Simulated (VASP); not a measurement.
# ScAlN2 (I4_1/amd) in VASP: a series of runs, part 2 of 2

VASP 6.6.1. Earlier steps stand in the parts before.

### Step 4. Single point, PBEsol

INCAR

```
ALGO = Normal
EDIFF = 1E-7
ENCUT = 520
GGA = PS
ISIF = 2
ISMEAR = 0
LASPH = True
LCHARG = False
LREAL = False
LWAVE = False
NBANDS = 34
NELM = 80
PREC = Accurate
SIGMA = 0.05
```

KPOINTS

```
k-points
0
Gamma
  10 10 10
```

POSCAR

```
ScAlN2
1.0
   -2.1748475949      2.1748475949      4.1732326356
    2.1748475949     -2.1748475949      4.1732326356
    2.1748475949      2.1748475949     -4.1732326356
Sc Al N
2 2 4
Direct
    0.7500000000      0.2500000000      0.5000000000
    0.0000000000      0.0000000000      0.0000000000
    0.2500000000      0.7500000000      0.5000000000
    0.5000000000      0.5000000000      0.0000000000
    0.4885064509      0.9885064509      0.5000000000
    0.2614935491      0.2614935491      0.0000000000
    0.0114935491      0.5114935491      0.5000000000
    0.7385064509      0.7385064509      0.0000000000
```

Potentials or basis: VASP PAW PBE potentials, release 64 (Sc_sv, Al, N).

Started as:

```
$ cat potpaw_PBE.64/Sc_sv/POTCAR potpaw_PBE.64/Al/POTCAR potpaw_PBE.64/N/POTCAR > POTCAR
$ mpirun -np 1 vasp_std > vasp.out
```

OUTCAR:

```text
EDIFF = 1E-7
   ENCUT = 520
   GGA = PS
   ISIF = 2
   ISMEAR = 0
   LASPH = True
   LREAL = False
   NELM = 80
   PREC = Accurate

 ion  position               nearest neighbor table
   1  0.750  0.250  0.500-   6 2.18   8 2.18   6 2.18   8 2.18   7 2.18   5 2.18   2 3.01   2 3.01
                             2 3.01   4 3.01   4 3.01   4 3.01   4 3.01   2 3.01   3 3.08   3 3.08
   2  0.000  0.000  0.000-   7 2.18   5 2.18   7 2.18   5 2.18   6 2.18   8 2.18   1 3.01   1 3.01
                             1 3.01   3 3.01   3 3.01   1 3.01   3 3.01   3 3.01   4 3.08   4 3.08
   3  0.250  0.750  0.500-   5 1.99   7 1.99   6 2.18   8 2.18   6 2.18   8 2.18   2 3.01   2 3.01
                             2 3.01   4 3.01   4 3.01   2 3.01   4 3.01   4 3.01   1 3.08   1 3.08
   4  0.500  0.500  0.000-   6 1.99   8 1.99   7 2.18   5 2.18   7 2.18   5 2.18   1 3.01   1 3.01
                             1 3.01   3 3.01   3 3.01   3 3.01   3 3.01   1 3.01   2 3.08   2 3.08
   5  0.489  0.989  0.500-   3 1.99   4 2.18   2 2.18   2 2.18   4 2.18   1 2.18
   6  0.261  0.261  0.000-   4 1.99   3 2.18   1 2.18   3 2.18   1 2.18   2 2.18
   7  0.011  0.511  0.500-   3 1.99   2 2.18   4 2.18   2 2.18   4 2.18   1 2.18
   8  0.739  0.739  0.000-   4 1.99   1 2.18   3 2.18   1 2.18   3 2.18   2 2.18

  LATTYP: Found a body centered tetragonal cell.
 ALAT       =     4.3496951898
 C/A-ratio  =     1.9188621057

  Lattice vectors:

 A1 = (  -2.1748475949,   2.1748475949,   4.1732326356)
 A2 = (   2.1748475949,  -2.1748475949,   4.1732326356)
 A3 = (   2.1748475949,   2.1748475949,  -4.1732326356)

Analysis of symmetry for initial positions (statically):
=====================================================================
 Subroutine PRICEL returns:
 Original cell was already a primitive cell.

 Routine SETGRP: Setting up the symmetry group for a
 body centered tetragonal supercell.

 Subroutine GETGRP returns: Found 16 space group operations
 (whereof  8 operations were pure point group operations)
 out of a pool of 16 trial point group operations.

The static configuration has the point symmetry D_2d.
 The point group associated with its full space group is D_4h.

Analysis of symmetry for dynamics (positions and initial velocities):
=====================================================================
 Subroutine PRICEL returns:
 Original cell was already a primitive cell.

 Routine SETGRP: Setting up the symmetry group for a
 body centered tetragonal supercell.

 Subroutine GETGRP returns: Found 16 space group operations
 (whereof  8 operations were pure point group operations)
 out of a pool of 16 trial point group operations.

The dynamic configuration has the point symmetry D_2d.
 The point group associated with its full space group is D_4h.

 Subroutine INISYM returns: Found 16 space group operations
 (whereof  8 operations are pure point group operations),
 and found     1 'primitive' translations

----------------------------------------------------------------------------------------

                                     Primitive cell

  volume of cell :      78.9569

  direct lattice vectors                    reciprocal lattice vectors
    -2.174847595  2.174847595  4.173232636     0.000000000  0.229901167  0.119811198
     2.174847595 -2.174847595  4.173232636     0.229901167  0.000000000  0.119811198
     2.174847595  2.174847595 -4.173232636     0.229901167  0.229901167  0.000000000
[... 55 lines left out ...]
  0.200000  0.000000 -0.000000      8.000000
  0.300000  0.000000 -0.000000      8.000000
  0.400000  0.000000  0.000000      8.000000
  0.500000  0.000000 -0.000000      4.000000
[... 16 lines left out ...]
  0.300000  0.300000  0.000000      8.000000
  0.400000  0.300000  0.000000     16.000000
 [... further k-points ...]
   k-points           NKPTS =    102   k-points in BZ     NKDIM =    102   number of bands    NBANDS=     34
   number of dos      NEDOS =    301   number of ions     NIONS =      8
   total plane-waves  NPLWV =  64000
   dimension x,y,z NGX =    40 NGY =   40 NGZ =   40
   dimension x,y,z NGXF=    80 NGYF=   80 NGZF=   80
   ions per type =               2   2   4
   NGX,Y,Z   is equivalent  to a cutoff of  12.83, 12.83, 12.83 a.u.
   NGXF,Y,Z  is equivalent  to a cutoff of  25.65, 25.65, 25.65 a.u.
 SYSTEM =  unknown system
   PREC   = accura    normal or accurate (medium, high low for compatibility)
   ISTART =      0    job   : 0-new  1-cont  2-samecut
   ICHARG =      2    charge: 1-file 2-atom 10-const
   ISPIN  =      1    spin polarized calculation?
   LNONCOLLINEAR =      F non collinear calculations
   LSORBIT =      F    spin-orbit coupling
   LASPH  =      T    aspherical Exc in radial PAW
   ENCUT  =  520.0 eV  38.22 Ry    6.18 a.u.   9.64  9.64  9.64*2*pi/ulx,y,z
   NELM   =     80;   NELMIN=  2; NELMDL= -5     # of ELM steps
   EDIFF  = 0.1E-06   stopping-criterion for ELM
   LREAL  =      F    real-space projection
   EDIFFG = 0.1E-05   stopping-criterion for IOM
   NSW    =      0    number of steps for IOM
   IBRION =     -1    ionic relax: 0-MD 1-quasi-New 2-CG
   NFREE  =      0    steps in history (QN), initial steepest desc. (CG)
   ISIF   =      2    stress and relaxation
   ISYM   =      2    0-nonsym 1-usesym 2-fastsym
   POTIM  = 0.5000    time-step for ionic-motion
   TEBEG  =    0.0;   TEEND  =   0.0 temperature during run
   PSTRESS=    0.0 pullay stress
   NELECT =      48.0000    total number of electrons
   NUPDOWN=      -1.0000    fix difference up-down
   EMIN   =  10.00;   EMAX   =-10.00  energy-range for DOS
   EFERMI =   0.00;   METHOD = LEGACY
   ISMEAR =     0;   SIGMA  =   0.05  broadening in eV -4-tet -1-fermi 0-gaus
   EFERMI_NEDOS =   21; number of points for ismear=-14 and -15
   IALGO  =     38    algorithm
   IMIX   =      4    mixing-type and parameters
     AMIX     =   0.40;   BMIX     =  1.00
     AMIX_MAG =   1.60;   BMIX_MAG =  1.00
  volume/ion in A,a.u.               =       9.87        66.60
  Fermi-wavevector in a.u.,A,eV,Ry     =   1.386836  2.620740 26.168284  1.923315
  Thomas-Fermi vector in A             =   2.511114
   LORBIT       =      0    0 simple, 1 ext, 2 COOP (PROOUT), +10 PAW based schemes
   GGA     = PS    functional components
   LHFCALC =     F    Hartree Fock is set to
   AEXX    =    0.0000 exact exchange contribution
   IVDW    =     0    specifies the selected vdW correction
   LEPSILON=     F    determine dielectric tensor
   LRPA    =     F    only Hartree local field effects (RPA)
 non-spin polarized calculation
 Gauss-broadening in eV      SIGMA  =   0.05
  energy-cutoff  :      520.00
  volume of cell :       78.96
 maximum number of plane-waves:      2148
   NGX = 19   NGY = 19   NGZ = 19

 number of electron      47.9999996 magnetization

 Free energy of the ion-electron system (eV)
  ---------------------------------------------------
  ext. energy  EPLUGINS =         0.00000000
  ---------------------------------------------------
  free energy    TOTEN  =       -68.47540578 eV

  energy without entropy =      -68.47540578  energy(sigma->0) =      -68.47540578

 E-fermi :   7.8140     XC(G=0): -12.2608

 val. band max:        7.4511260733   @ k =   0.0000   0.0000   0.0000
 cond. band min:       8.2926772775   @ k =   0.5000   0.5000   0.5000
 fundamental gap:      0.8415512042
 Fermi energy:         7.8139652430

 k-point     1 :       0.0000    0.0000    0.0000
  band No.  band energies     occupation
      1     -40.3395      2.00000
      2     -40.2158      2.00000
      3     -19.3936      2.00000
      4     -19.2227      2.00000
      5     -19.2227      2.00000
      6     -19.0478      2.00000
[... 877 lines left out ...]
     33      14.1534      0.00000
     34      14.9735      0.00000

 [... further k-points ...]
[... 5 lines left out ...]
  --------------------------------------------------------------------------------------
  -------------------------------------------------------------------------------------
  Total        0.3387395      0.3387395      0.3597019      0.0000000      0.0000000      0.0000000
  in kB        6.8736309      6.8736309      7.2989957      0.0000000      0.0000000      0.0000000
  external PRESSURE =       7.0154191 kB  Pullay stress =       0.0000000 kB

 VOLUME and BASIS-vectors are now :
 -----------------------------------------------------------------------------
  energy-cutoff  :      520.00
  volume of cell :       78.96
      direct lattice vectors                 reciprocal lattice vectors
    -2.174847595  2.174847595  4.173232636     0.000000000  0.229901167  0.119811198
     2.174847595 -2.174847595  4.173232636     0.229901167  0.000000000  0.119811198
     2.174847595  2.174847595 -4.173232636     0.229901167  0.229901167  0.000000000

 POSITION                                       TOTAL-FORCE (eV/Angst)
 -----------------------------------------------------------------------------------
      0.00000      2.17485      2.08662        -0.000000     -0.000000      0.000000
      0.00000      0.00000      0.00000        -0.000000     -0.000000      0.000000
      2.17485      0.00000      2.08662        -0.000000     -0.000000      0.000000
      0.00000      0.00000      4.17323        -0.000000     -0.000000      0.000000
      2.17485      0.00000      4.07730         0.000000     -0.000000     -0.040884
      0.00000      0.00000      2.18255        -0.000000      0.000000      0.040884
      2.17485      0.00000      0.09593         0.000000     -0.000000      0.040884
      0.00000      0.00000      6.16392        -0.000000      0.000000     -0.040884
 -----------------------------------------------------------------------------------
    total drift:                               -0.000000      0.000000     -0.000000

  FREE ENERGIE OF THE ION-ELECTRON SYSTEM (eV)
  ---------------------------------------------------
  free  energy   TOTEN  =       -68.4754057821 eV

  energy  without entropy=      -68.4754057821  energy(sigma->0) =      -68.47540578
```

Wall time 5.6 min (1 thread of Intel Xeon Platinum 8375C at 2.90GHz (Ice Lake), shared host); peak memory 0.4 GiB.

Results:

| Item | Value |
| --- | --- |
| Free energy | -68.4754 eV |
| Pressure | 0.7 GPa |
| Largest force | 0.041 eV/Å |
| Band gap on the k mesh | 0.84 eV, indirect (least direct gap 0.93 eV) |

Forces in eV/Å, atoms in the order of the input:
```
Sc   0.000  0.000  0.000
Sc   0.000  0.000  0.000
Al   0.000  0.000  0.000
Al   0.000  0.000  0.000
N    0.000  0.000 -0.041
N    0.000  0.000  0.041
N    0.000  0.000  0.041
N    0.000  0.000 -0.041
```

Levels at points of the mesh, in eV from the valence-band top:
```
           k point  band 20  band 21  band 22  band 23  band 24  band 25  band 26  band 27  band 28  band 29
(0.00, 0.00, 0.00)    -1.19    -1.19    -0.42     0.00     0.00     0.93     2.88     2.88     3.88     3.98
(0.50, 0.00, 0.00)    -2.61    -1.70    -1.33    -1.20    -1.03     2.31     3.96     4.09     4.64     4.71
(0.50, 0.50, 0.00)    -2.90    -2.11    -2.11    -1.39    -1.39     4.48     4.48     4.59     4.59     5.08
(0.50, 0.50, 0.50)    -2.12    -0.94    -0.94    -0.84    -0.84     0.84     0.84     2.23     2.23     4.27
```

Caveat: the PAW data sets were made with another functional, which shifts forces and pressure a little. A hybrid or GW would open this gap; PBEsol tends to underestimate it.

### Step 5. Summary

| k mesh | smearing | gap on the mesh (eV) | pressure (GPa) | largest force (eV/Å) |
| --- | --- | --- | --- | --- |
| 8 × 8 × 8 | gaussian 0.05 eV | 0.84 | 0.7 | 0.04 |
| 10 × 10 × 10 | gaussian 0.02 eV | 0.84 | 0.7 | 0.04 |
| 10 × 10 × 10 | gaussian 0.05 eV | 0.84 | 0.7 | 0.04 |

Alike in all rows: task single point; level PBEsol; potentials or basis VASP PAW PBE potentials, release 64 (Sc_sv, Al, N); no spin polarisation; cell as given; cutoff (eV) 520.

On the cell as given the gap runs from 0.84 eV (PBEsol) to 0.84 eV (PBEsol); the meshes differ, which moves gaps too.

Caveats: the PAW data sets were made with another functional, which shifts forces and pressure a little.

Absolute energies hang on the potentials; compare differences alone.
